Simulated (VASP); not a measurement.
Write the native input for VASP 6.6.1 that does the following.

- Task: single point
- Functional: r2SCAN
- Potentials or basis: VASP PAW PBE potentials, release 64 (K_sv, Ta_pv, O)
- Cutoff: 520 eV
- k mesh: 1 × 1 × 1
- Occupations: fermi-dirac, width 0.05 eV
- Spin: no spin polarisation
- Dipole correction: no
- Further INCAR settings: LREAL = Auto; ALGO = Normal; EDIFF = 1e-06; NBANDS = 178

The system is KTaO3.

```xyz
40
Lattice="8.1212 0.0000 0.0000 0.0000 8.1212 0.0000 0.0000 0.0000 8.1212" Properties=species:S:1:pos:R:3 pbc="T T T"
K    -0.4668   -0.3291    0.1219
K    -0.1233   -0.3526    4.2800
K     0.5405    3.9944    0.0319
K     0.0086    4.2670    3.9435
K     4.0719    0.0401    0.4781
K     3.9720    0.0929    4.2073
K     3.9425    3.8526   -0.1932
K     3.8925    4.2864    3.8994
Ta    2.0101    2.0621    1.9530
Ta    2.0154    2.0605    5.9653
Ta    1.9501    6.1447    2.1186
Ta    2.2315    6.4347    6.1829
Ta    6.2188    2.1966    2.1946
Ta    6.2251    1.8914    6.0468
Ta    6.0488    6.0818    1.9296
Ta    6.1518    5.9115    6.1256
O     1.7671    1.9038    0.0660
O    -0.1166    2.1047    2.0626
O     1.5100   -0.1083    2.0826
O     2.0862    1.8739    4.1166
O    -0.1296    2.0380    5.7254
O     1.7783    0.0402    6.2628
O     2.3926    5.8176   -0.0535
O    -0.1246    5.6743    1.8471
O     2.0522    3.8047    2.2747
O     1.7156    6.1331    4.0747
O     0.0175    5.6500    6.2148
O     2.3730    3.9354    6.3160
O     6.0338    2.1055   -0.3262
O     3.7796    1.6478    2.0172
O     6.0762   -0.1239    1.7845
O     5.6782    1.9973    3.8929
O     3.9643    1.7796    6.3060
O     6.2095   -0.0507    5.8094
O     5.5616    5.7373   -0.2398
O     3.8628    5.8856    1.6972
O     5.9998    4.0260    2.0193
O     5.5889    6.1832    3.7765
O     4.0939    6.7007    6.1191
O     5.8841    4.0385    5.7248
```

The input as run:

POSCAR

```
KTaO3
1.0
    8.1212400000      0.0000000000      0.0000000000
    0.0000000000      8.1212400000      0.0000000000
    0.0000000000      0.0000000000      8.1212400000
K Ta O
8 8 24
Direct
   -0.0574789072     -0.0405233684      0.0150100231
   -0.0151824106     -0.0434170151      0.5270131162
    0.0665538760      0.4918460728      0.0039279716
    0.0010589516      0.5254123755      0.4855785570
    0.5013889505      0.0049376696      0.0588703203
    0.4890878733      0.0114391398      0.5180612813
    0.4854554231      0.4743856849     -0.0237894706
    0.4792987278      0.5278011732      0.4801483517
    0.2475114638      0.2539144269      0.2404805178
    0.2481640735      0.2537174126      0.7345306874
    0.2401234294      0.7566209101      0.2608714925
    0.2747733105      0.7923297427      0.7613246253
    0.7657451325      0.2704759372      0.2702296694
    0.7665208761      0.2328954692      0.7445661007
    0.7448123686      0.7488757874      0.2375991844
    0.7574951608      0.7279060833      0.7542690525
    0.2175899247      0.2344223296      0.0081268378
   -0.0143574134      0.2591599312      0.2539759938
    0.1859321975     -0.0133354020      0.2564386719
    0.2568819540      0.2307406258      0.5068930360
   -0.0159581542      0.2509468997      0.7049908635
    0.2189690244      0.0049499830      0.7711630244
    0.2946101827      0.7163438096     -0.0065876640
   -0.0153424846      0.6986987209      0.2274406371
    0.2526954012      0.4684875709      0.2800926952
    0.2112485285      0.7551925568      0.5017337254
    0.0021548433      0.6957065670      0.7652525969
    0.2921967581      0.4845811723      0.7777137481
    0.7429653600      0.2592584384     -0.0401662800
    0.4653969098      0.2029000497      0.2483857145
    0.7481862376     -0.0152562909      0.2197324546
    0.6991789431      0.2459353498      0.4793479813
    0.4881397422      0.2191290985      0.7764824091
    0.7645999872     -0.0062428890      0.7153341115
    0.6848215297      0.7064561569     -0.0295275106
    0.4756416508      0.7247169152      0.2089828647
    0.7387788072      0.4957371042      0.2486442957
    0.6881830853      0.7613615655      0.4650151947
    0.5040978964      0.8250833617      0.7534686821
    0.7245322143      0.4972762780      0.7049169831
```

INCAR.step1

```
SYSTEM = KTaO3
  PREC = Accurate
  ENCUT = 520
  ISMEAR = -1
  SIGMA = 0.05
  LREAL = Auto
  LASPH = .TRUE.
  NELM = 100
  NBANDS = 178
  GGA = PE
  ALGO = Normal
  EDIFF = 1E-4
  LWAVE = .TRUE.
  LCHARG = .FALSE.
```

INCAR.step2

```
SYSTEM = KTaO3
  PREC = Accurate
  ENCUT = 520
  EDIFF = 1E-6
  ISMEAR = -1
  SIGMA = 0.05
  LREAL = Auto
  LASPH = .TRUE.
  NELM = 100
  ALGO = Normal
  ISIF = 2
  LWAVE = .FALSE.
  LCHARG = .FALSE.
  METAGGA = R2SCAN
  LMIXTAU = .TRUE.
  NBANDS = 178
  ISTART = 1
```

KPOINTS

```
Automatic mesh
0
G
  1 1 1
  0 0 0
```

Potentials or basis: VASP PAW PBE potentials, release 64 (K_sv, Ta_pv, O).

The run is started by

```console
$ cat potpaw_PBE.64/K_sv/POTCAR potpaw_PBE.64/Ta_pv/POTCAR potpaw_PBE.64/O/POTCAR > POTCAR
$ cp INCAR.step1 INCAR
$ mpirun -np 1 vasp_gam > vasp.out
$ cp INCAR.step2 INCAR
$ mpirun -np 1 vasp_gam > vasp.out
```

It gave:

- Pressure: 1.1 GPa
- Largest force: 5.786 eV/Å
- Band gap on the k mesh: 2.61 eV

Caveat: the k points lie up to 0.77 Å⁻¹ apart; the PAW data sets were made with another functional, which shifts forces and pressure a little; spin-orbit coupling is left out, which moves the levels of the heavy elements; an odd mesh through Γ misses points on the zone boundary, where band edges can lie.

Wall time 9 min on 1 thread of Intel(R) Xeon(R) Platinum 8488C (Sapphire Rapids), on a shared host, peak memory 0.54 GiB.
